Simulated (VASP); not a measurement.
Write the native input for VASP 6.6.1 that does the following.

```
Task                   : single point
Functional             : LDA
Potentials or basis    : VASP PAW LDA potentials, release 64 (Al, O)
Cutoff                 : 520 eV
k mesh                 : 12 × 12 × 4
Occupations            : gaussian, width 0.01 eV
Spin                   : no spin polarisation
Dipole correction      : no
Further INCAR settings : ALGO = Normal; EDIFF = 1e-07; NBANDS = 20
```

The structure of Al2O3 lies in POSCAR:

```
Al2O3
1.0
    2.8641420174      0.0000000000      0.0000000000
   -1.4320710087      2.4804197471      0.0000000000
    0.0000000000      0.0000000000      6.8332801002
Al O
2 3
Direct
    0.3333333333      0.6666666667      0.1993408385
    0.6666666667      0.3333333333      0.8006591615
    0.0000000000      0.0000000000      0.0000000000
    0.3333333333      0.6666666667      0.7032066470
    0.6666666667      0.3333333333      0.2967933530
```

The input as run:

INCAR

```
PREC     = Accurate       # precision mode
ENCUT    = 520            # plane-wave cutoff, eV
EDIFF    = 1E-7           # SCF threshold, eV
ISMEAR   = 0              # smearing method
SIGMA    = 0.01           # smearing width, eV
LREAL    = F              # projectors in reciprocal space
LASPH    = T              # aspherical terms in the spheres
NELM     = 80             # most SCF steps
ALGO     = Normal         # electronic algorithm
ISIF     = 2              # what is computed and relaxed
LWAVE    = F              # write WAVECAR
LCHARG   = T              # write CHGCAR
LELF     = T              # ELF
LVHAR    = T            
NBANDS   = 20             # bands
```

KPOINTS

```
regular mesh
0
Gamma
  12 12 4
```

Potentials or basis: VASP PAW LDA potentials, release 64 (Al, O).

Run with:

```console
$ cat potpaw_LDA.64/Al/POTCAR potpaw_LDA.64/O/POTCAR > POTCAR
$ mpirun -np 1 vasp_std > vasp.out
```

It gave:

```json
{
 "Pressure": "-3.0 GPa",
 "Largest force": "0.079 eV/Å",
 "Band gap on the k mesh": "4.70 eV (least direct gap 4.75 eV)"
}
```

Run time: 30 s on 1 thread of Intel(R) Xeon(R) 6975P-C (Granite Rapids), on a shared host, peak memory 0.18 GiB.
